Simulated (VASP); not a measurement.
# AlN (nc) (Fm-3m) in VASP: a series of runs, part 2 of 2

VASP 6.6.1. Earlier steps stand in the parts before.

## Step 4: Single point, PBEsol (volume scaled by 0.97)

INCAR reads:

```
SYSTEM = AlN
PREC     = Accurate       ! precision mode
ENCUT    = 600            ! plane-wave cutoff, eV
EDIFF    = 1E-6           ! SCF threshold, eV
ISMEAR   = 0              ! smearing method
SIGMA    = 0.02           ! smearing width, eV
LREAL    = .False.        ! projectors in reciprocal space
LASPH    = .True.         ! aspherical terms in the spheres
NELM     = 120            ! most SCF steps
ALGO     = Normal         ! electronic algorithm
ISIF     = 2              ! what is computed and relaxed
LWAVE    = .False.        ! write WAVECAR
LCHARG   = .False.        ! write CHGCAR
GGA      = PS             ! functional
NBANDS   = 11             ! bands
GGA_COMPAT= .False.
```

KPOINTS reads:

```
regular mesh
0
Gamma
  10 10 10
  0 0 0
```

POSCAR reads:

```
AlN
1.0
    0.0000000000      2.0015717561      2.0015717561
    2.0015717561      0.0000000000      2.0015717561
    2.0015717561      2.0015717561      0.0000000000
Al N
1 1
Direct
    0.5000000000      0.5000000000      0.5000000000
    0.0000000000      0.0000000000      0.0000000000
```

Potentials or basis: VASP PAW PBE potentials, release 64 (Al, N).

Started as:

```
$ cat potpaw_PBE.64/Al/POTCAR potpaw_PBE.64/N/POTCAR > POTCAR
$ mpirun -np 1 vasp_std > vasp.out
```

OUTCAR:

```text
SYSTEM = AlN
   PREC = Accurate
   ENCUT = 600
   EDIFF = 1E-6
   ISMEAR = 0
   LREAL = .False.
   LASPH = .True.
   NELM = 120
   ISIF = 2
   GGA = PS

 ion  position               nearest neighbor table
   1  0.500  0.500  0.500-   2 2.00   2 2.00   2 2.00   2 2.00   2 2.00   2 2.00
   2  0.000  0.000  0.000-   1 2.00   1 2.00   1 2.00   1 2.00   1 2.00   1 2.00

  LATTYP: Found a face centered cubic cell.
 ALAT       =     4.0031435122

  Lattice vectors:

 A1 = (   0.0000000000,   2.0015717561,   2.0015717561)
 A2 = (   2.0015717561,   0.0000000000,   2.0015717561)
 A3 = (   2.0015717561,   2.0015717561,   0.0000000000)

Analysis of symmetry for initial positions (statically):
=====================================================================
 Subroutine PRICEL returns:
 Original cell was already a primitive cell.

 Routine SETGRP: Setting up the symmetry group for a
 face centered cubic supercell.

 Subroutine GETGRP returns: Found 48 space group operations
 (whereof 48 operations were pure point group operations)
 out of a pool of 48 trial point group operations.

The static configuration has the point symmetry O_h .

Analysis of symmetry for dynamics (positions and initial velocities):
=====================================================================
 Subroutine PRICEL returns:
 Original cell was already a primitive cell.

 Routine SETGRP: Setting up the symmetry group for a
 face centered cubic supercell.

 Subroutine GETGRP returns: Found 48 space group operations
 (whereof 48 operations were pure point group operations)
 out of a pool of 48 trial point group operations.

The dynamic configuration has the point symmetry O_h .

 Subroutine INISYM returns: Found 48 space group operations
 (whereof 48 operations are pure point group operations),
 and found     1 'primitive' translations

----------------------------------------------------------------------------------------

                                     Primitive cell

  volume of cell :      16.0378

  direct lattice vectors                    reciprocal lattice vectors
     0.000000000  2.001571756  2.001571756    -0.249803685  0.249803685  0.249803685
     2.001571756  0.000000000  2.001571756     0.249803685 -0.249803685  0.249803685
     2.001571756  2.001571756  0.000000000     0.249803685  0.249803685 -0.249803685

  length of vectors
     2.830649924  2.830649924  2.830649924     0.432672674  0.432672674  0.432672674

  position of ions in fractional coordinates (direct lattice)
     0.500000000  0.500000000  0.500000000
     0.000000000  0.000000000  0.000000000

  ion indices of the primitive-cell ions
   primitive index   ion index
                 1           1
                 2           2

----------------------------------------------------------------------------------------

 KPOINTS: regular mesh

Automatic generation of k-mesh.
 Grid dimensions read from file:
 generate k-points for:   10   10   10

 Generating k-lattice:

  Cartesian coordinates                     Fractional coordinates (reciprocal lattice)
    -0.024980368  0.024980368  0.024980368     0.100000000  0.000000000  0.000000000
     0.024980368 -0.024980368  0.024980368     0.000000000  0.100000000  0.000000000
     0.024980368  0.024980368 -0.024980368     0.000000000  0.000000000  0.100000000

  Length of vectors
     0.043267267  0.043267267  0.043267267

  Shift w.r.t. Gamma in fractional coordinates (k-lattice)
     0.000000000  0.000000000  0.000000000

 Subroutine IBZKPT returns following result:
 ===========================================

 Found     47 irreducible k-points:

 Following reciprocal coordinates:
            Coordinates               Weight
  0.000000  0.000000  0.000000      1.000000
  0.100000  0.000000  0.000000      8.000000
  0.200000  0.000000  0.000000      8.000000
  0.300000  0.000000  0.000000      8.000000
  0.400000  0.000000  0.000000      8.000000
  0.500000  0.000000  0.000000      4.000000
[... 16 lines left out ...]
  0.300000  0.300000  0.000000      6.000000
  0.400000  0.300000  0.000000     24.000000
 [... further k-points ...]
   k-points           NKPTS =     47   k-points in BZ     NKDIM =     47   number of bands    NBANDS=     11
   number of dos      NEDOS =    301   number of ions     NIONS =      2
   total plane-waves  NPLWV =  13824
   dimension x,y,z NGX =    24 NGY =   24 NGZ =   24
   dimension x,y,z NGXF=    48 NGYF=   48 NGZF=   48
   ions per type =               1   1
   NGX,Y,Z   is equivalent  to a cutoff of  14.10, 14.10, 14.10 a.u.
   NGXF,Y,Z  is equivalent  to a cutoff of  28.19, 28.19, 28.19 a.u.
 SYSTEM =  AlN
   PREC   = accura    normal or accurate (medium, high low for compatibility)
   ISTART =      0    job   : 0-new  1-cont  2-samecut
   ICHARG =      2    charge: 1-file 2-atom 10-const
   ISPIN  =      1    spin polarized calculation?
   LNONCOLLINEAR =      F non collinear calculations
   LSORBIT =      F    spin-orbit coupling
   LASPH  =      T    aspherical Exc in radial PAW
   ENCUT  =  600.0 eV  44.10 Ry    6.64 a.u.   5.65  5.65  5.65*2*pi/ulx,y,z
   NELM   =    120;   NELMIN=  2; NELMDL= -5     # of ELM steps
   EDIFF  = 0.1E-05   stopping-criterion for ELM
   LREAL  =      F    real-space projection
   EDIFFG = 0.1E-04   stopping-criterion for IOM
   NSW    =      0    number of steps for IOM
   IBRION =     -1    ionic relax: 0-MD 1-quasi-New 2-CG
   NFREE  =      0    steps in history (QN), initial steepest desc. (CG)
   ISIF   =      2    stress and relaxation
   ISYM   =      2    0-nonsym 1-usesym 2-fastsym
   POTIM  = 0.5000    time-step for ionic-motion
   TEBEG  =    0.0;   TEEND  =   0.0 temperature during run
   PSTRESS=    0.0 pullay stress
   NELECT =       8.0000    total number of electrons
   NUPDOWN=      -1.0000    fix difference up-down
   EMIN   =  10.00;   EMAX   =-10.00  energy-range for DOS
   EFERMI =   0.00;   METHOD = LEGACY
   ISMEAR =     0;   SIGMA  =   0.02  broadening in eV -4-tet -1-fermi 0-gaus
   EFERMI_NEDOS =   21; number of points for ismear=-14 and -15
   IALGO  =     38    algorithm
   IMIX   =      4    mixing-type and parameters
     AMIX     =   0.40;   BMIX     =  1.00
     AMIX_MAG =   1.60;   BMIX_MAG =  1.00
  volume/ion in A,a.u.               =       8.02        54.11
  Fermi-wavevector in a.u.,A,eV,Ry     =   1.298346  2.453518 22.935361  1.685701
  Thomas-Fermi vector in A             =   2.429680
   LORBIT       =      0    0 simple, 1 ext, 2 COOP (PROOUT), +10 PAW based schemes
   GGA     = PS    functional components
   LHFCALC =     F    Hartree Fock is set to
   AEXX    =    0.0000 exact exchange contribution
   IVDW    =     0    specifies the selected vdW correction
   LEPSILON=     F    determine dielectric tensor
   LRPA    =     F    only Hartree local field effects (RPA)
 non-spin polarized calculation
 Gauss-broadening in eV      SIGMA  =   0.02
  energy-cutoff  :      600.00
  volume of cell :       16.04
 maximum number of plane-waves:       548
   NGX = 11   NGY = 11   NGZ = 11

 number of electron       7.9999999 magnetization

 Free energy of the ion-electron system (eV)
  ---------------------------------------------------
  ext. energy  EPLUGINS =         0.00000000
  ---------------------------------------------------
  free energy    TOTEN  =       -15.43693380 eV

  energy without entropy =      -15.43693380  energy(sigma->0) =      -15.43693380

 E-fermi :  10.4084     XC(G=0): -12.5942

 val. band max:       10.2801524696   @ k =   0.0000   0.0000   0.0000
 cond. band min:      15.1243896077   @ k =   0.5000   0.5000   0.0000
 fundamental gap:      4.8442371381
 Fermi energy:        10.4084253158

 k-point     1 :       0.0000    0.0000    0.0000
  band No.  band energies     occupation
      1      -7.5472      2.00000
      2      10.2802      2.00000
      3      10.2802      2.00000
      4      10.2802      2.00000
      5      16.3873      0.00000
      6      22.3996      0.00000
      7      22.3996      0.00000
      8      22.3996      0.00000
      9      27.5610      0.00000
     10      28.1874      0.00000
     11      28.1874      0.00000
[... 309 lines left out ...]
 k-point    24 :       0.4000    0.3000    0.0000
  band No.  band energies     occupation
      1      -4.4042      2.00000
      2       4.2742      2.00000
      3       7.3685      2.00000
      4       7.9095      2.00000
      5      16.4868      0.00000
      6      17.2345      0.00000
      7      22.7625      0.00000
      8      26.1710      0.00000
      9      26.9706      0.00000
     10      32.3406      0.00000
     11      35.3808      0.00000

 [... further k-points ...]
[... 5 lines left out ...]
  --------------------------------------------------------------------------------------
  -------------------------------------------------------------------------------------
  Total        0.8547359      0.8547359      0.8547359     -0.0000000     -0.0000000      0.0000000
  in kB       85.3884341     85.3884341     85.3884341     -0.0000000     -0.0000000      0.0000000
  external PRESSURE =      85.3884341 kB  Pullay stress =       0.0000000 kB

 VOLUME and BASIS-vectors are now :
 -----------------------------------------------------------------------------
  energy-cutoff  :      600.00
  volume of cell :       16.04
      direct lattice vectors                 reciprocal lattice vectors
     0.000000000  2.001571756  2.001571756    -0.249803685  0.249803685  0.249803685
     2.001571756  0.000000000  2.001571756     0.249803685 -0.249803685  0.249803685
     2.001571756  2.001571756  0.000000000     0.249803685  0.249803685 -0.249803685

 POSITION                                       TOTAL-FORCE (eV/Angst)
 -----------------------------------------------------------------------------------
      2.00157      2.00157      2.00157         0.000000      0.000000      0.000000
      0.00000      0.00000      0.00000        -0.000000     -0.000000     -0.000000
 -----------------------------------------------------------------------------------
    total drift:                                0.000000     -0.000000     -0.000000

  FREE ENERGIE OF THE ION-ELECTRON SYSTEM (eV)
  ---------------------------------------------------
  free  energy   TOTEN  =       -15.4369337989 eV

  energy  without entropy=      -15.4369337989  energy(sigma->0) =      -15.43693380
```

Run time: 12 s. Hardware: 1 thread of Intel Xeon 8259CL, shared host; peak memory 0.14 GiB.

What came out:

```
Free energy            : -15.4369 eV
Pressure               : 8.5 GPa
Band gap on the k mesh : 4.84 eV, indirect (least direct gap 6.11 eV)
```

Levels at points of the mesh, in eV from the valence-band top:
```csv
k point,band 1,band 2,band 3,band 4,band 5,band 6,band 7,band 8,band 9
"(0.00, 0.00, 0.00)",-17.83,0.00,0.00,0.00,6.11,12.12,12.12,12.12,17.28
"(0.50, 0.00, 0.00)",-14.40,-8.56,-1.15,-1.15,6.23,11.15,11.15,13.70,16.29
"(0.50, 0.50, 0.00)",-13.36,-7.65,-2.90,-2.90,4.84,5.08,14.34,17.64,17.64
```

Caveat: the PAW data sets were made with another functional, which shifts forces and pressure a little. A k mesh can miss the band edges.

## Step 5: Single point, PBEsol (volume scaled by 0.94)

INCAR reads:

```
SYSTEM = AlN
PREC = Accurate
ENCUT = 600
EDIFF = 1E-6
ISMEAR = 0
SIGMA = 0.02
LREAL = .False.
LASPH = .True.
NELM = 120
ALGO = Normal
ISIF = 2
LWAVE = .False.
LCHARG = .False.
GGA = PS
NBANDS = 11
GGA_COMPAT = .False.
```

KPOINTS reads:

```
Automatic mesh
0
Gamma
  10 10 10
  0 0 0
```

POSCAR reads:

```
AlN
1.0
    0.0000000000      1.9807205339      1.9807205339
    1.9807205339      0.0000000000      1.9807205339
    1.9807205339      1.9807205339      0.0000000000
Al N
1 1
Direct
    0.5000000000      0.5000000000      0.5000000000
    0.0000000000      0.0000000000      0.0000000000
```

Started as:

```
$ cat potpaw_PBE.64/Al/POTCAR potpaw_PBE.64/N/POTCAR > POTCAR
$ mpirun -np 1 vasp_std > vasp.out
```

It took 12 s on 1 thread of Intel Xeon 8259CL, shared host; peak memory 0.14 GiB.

The run converged. Its results:

- Free energy: -15.3945 eV
- Pressure: 18.5 GPa
- Band gap on the k mesh: 5.02 eV, indirect (least direct gap 6.58 eV)

Levels at points of the mesh, in eV from the valence-band top:
```csv
k point,band 2,band 3,band 4,band 5,band 6,band 7
"(0.00, 0.00, 0.00)",0.00,0.00,0.00,6.58,12.22,12.22
"(0.50, 0.00, 0.00)",-8.77,-1.21,-1.21,6.44,11.40,11.40
"(0.50, 0.50, 0.00)",-7.87,-2.99,-2.99,5.02,5.16,14.73
```

Caveat: the PAW data sets were made with another functional, which shifts forces and pressure a little. A k mesh can miss the band edges.

## Step 6: Single point, PBEsol (volume scaled by 1.03)

INCAR reads:

```
SYSTEM = AlN
ALGO     = Normal         ! electronic algorithm
EDIFF    = 1E-6           ! SCF threshold, eV
ENCUT    = 600            ! plane-wave cutoff, eV
GGA      = PS             ! functional
GGA_COMPAT= .FALSE.      
ISIF     = 2              ! what is computed and relaxed
ISMEAR   = 0              ! smearing method
LASPH    = .TRUE.         ! aspherical terms in the spheres
LCHARG   = .FALSE.        ! write CHGCAR
LREAL    = .FALSE.        ! projectors in reciprocal space
LWAVE    = .FALSE.        ! write WAVECAR
NBANDS   = 11             ! bands
NELM     = 120            ! most SCF steps
PREC     = Accurate       ! precision mode
SIGMA    = 0.02           ! smearing width, eV
```

KPOINTS reads:

```
k-points
0
G
  10 10 10
  0 0 0
```

POSCAR reads:

```
AlN
1.0
    0.0000000000      2.0420184464      2.0420184464
    2.0420184464      0.0000000000      2.0420184464
    2.0420184464      2.0420184464      0.0000000000
Al N
1 1
Direct
    0.5000000000      0.5000000000      0.5000000000
    0.0000000000      0.0000000000      0.0000000000
```

Potentials or basis: VASP PAW PBE potentials, release 64 (Al, N).

Started as:

```
$ cat potpaw_PBE.64/Al/POTCAR potpaw_PBE.64/N/POTCAR > POTCAR
$ mpirun -np 1 vasp_std > vasp.out
```

It took 12 s on 1 thread of Intel Xeon 8259CL, shared host; peak memory 0.14 GiB.

The run converged. Its results:

```
Free energy            : -15.4399 eV
Pressure               : -7.4 GPa
Band gap on the k mesh : 4.27 eV, indirect (least direct gap 5.24 eV)
```

Levels at points of the mesh, in eV from the valence-band top:
```tsv
k point	band 1	band 2	band 3	band 4	band 5	band 6	band 7	band 8	band 9
(0.00, 0.00, 0.00)	-17.28	0.00	0.00	0.00	5.24	11.93	11.93	11.93	16.93
(0.50, 0.00, 0.00)	-14.10	-8.18	-1.04	-1.04	5.86	10.66	10.66	12.81	15.64
(0.50, 0.50, 0.00)	-13.14	-7.25	-2.75	-2.75	4.27	5.19	13.60	16.69	16.69
```

Caveat: the PAW data sets were made with another functional, which shifts forces and pressure a little.

## Step 7: Overview

```csv
cell,gap on the mesh (eV),pressure (GPa)
"a = 2.771 Å, angles 60.0°, 2 atoms",4.96,30.0
"a = 2.860 Å, angles 60.0°, 2 atoms",4.55,0.0
"a = 2.831 Å, angles 60.0°, 2 atoms",4.84,8.5
"a = 2.801 Å, angles 60.0°, 2 atoms",5.02,18.5
"a = 2.888 Å, angles 60.0°, 2 atoms",4.27,-7.4
```

Alike in all rows: task single point; level PBEsol; potentials or basis VASP PAW PBE potentials, release 64 (Al, N); no spin polarisation; k mesh 10 × 10 × 10; cutoff (eV) 600; smearing gaussian 0.02 eV.

Caveats: the PAW data sets were made with another functional, which shifts forces and pressure a little.

Total energies depend on the potentials used, so only differences within one code and one set of settings carry meaning.
